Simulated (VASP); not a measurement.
Input of a VASP 6.6.1 run:

INCAR

```
SYSTEM = SrAlO
PREC = Accurate ; ENCUT = 600
EDIFF = 1E-7 ; ISMEAR = 0
SIGMA = 0.1 ; LREAL = .False.
LASPH = .True. ; NELM = 120
ALGO = Normal ; ISIF = 3
LWAVE = .False. ; LCHARG = .False.
GGA = PE ; IBRION = 2
NSW = 100 ; EDIFFG = -0.01
GGA_COMPAT = .False. ; NELMIN = 4
```

KPOINTS

```
regular mesh
0
Gamma
  12 12 4
  0 0 0
```

File POSCAR:

```
SrAlO
1.0
    3.3917094018      0.0000000000      0.0000000000
   -1.6958547009      2.9373065042      0.0000000000
    0.0000000000      0.0000000000     10.9184315471
Sr Al O
2 2 2
Direct
    0.6666666667      0.3333333333      0.7567897342
    0.3333333333      0.6666666667      0.2567897342
    0.0000000000      0.0000000000      0.4944844349
    0.0000000000      0.0000000000      0.9944844349
    0.3333333333      0.6666666667      0.5933638509
    0.6666666667      0.3333333333      0.0933638509
```

Potentials or basis: VASP PAW PBE potentials, release 64 (Sr_sv, Al, O).

Run with:

```console
$ cat potpaw_PBE.64/Sr_sv/POTCAR potpaw_PBE.64/Al/POTCAR potpaw_PBE.64/O/POTCAR > POTCAR
$ mpirun -np 1 vasp_std > vasp.out
```

Q: Predict the band gap on the k mesh.

A: Zero (bands 19 and 20 overlap by 1.61 eV).

Q: What does it give for the relaxed volume?

A: 17.88 Å³/atom.

Q: Estimate the space group after relaxing (to 0.1 Å).

A: P6_3mc (No. 186).

Step by step:
| step | energy change (eV) | largest force (eV/Å) | pressure (GPa) | volume (Å³) |
| --- | --- | --- | --- | --- |
| 1 | 0.0000 | 0.0770 | 0.27 | 108.77 |
| 2 | -0.0037 | 0.0750 | -0.12 | 109.25 |
| 3 | -0.0048 | 0.0754 | -0.46 | 109.68 |
| 4 | -0.0080 | 0.0785 | -0.29 | 109.12 |
| 5 | -0.0117 | 0.1453 | 0.25 | 107.46 |
| 6 | -0.0139 | 0.1206 | 0.22 | 107.28 |
| 7 | -0.0174 | 0.0467 | 0.18 | 106.72 |
| 8 | -0.0175 | 0.0335 | 0.18 | 106.60 |
| 9 | -0.0184 | 0.0250 | 0.03 | 107.00 |
| 10 | -0.0187 | 0.0200 | -0.12 | 107.42 |
| 11 | -0.0189 | 0.0032 | 0.03 | 107.26 |
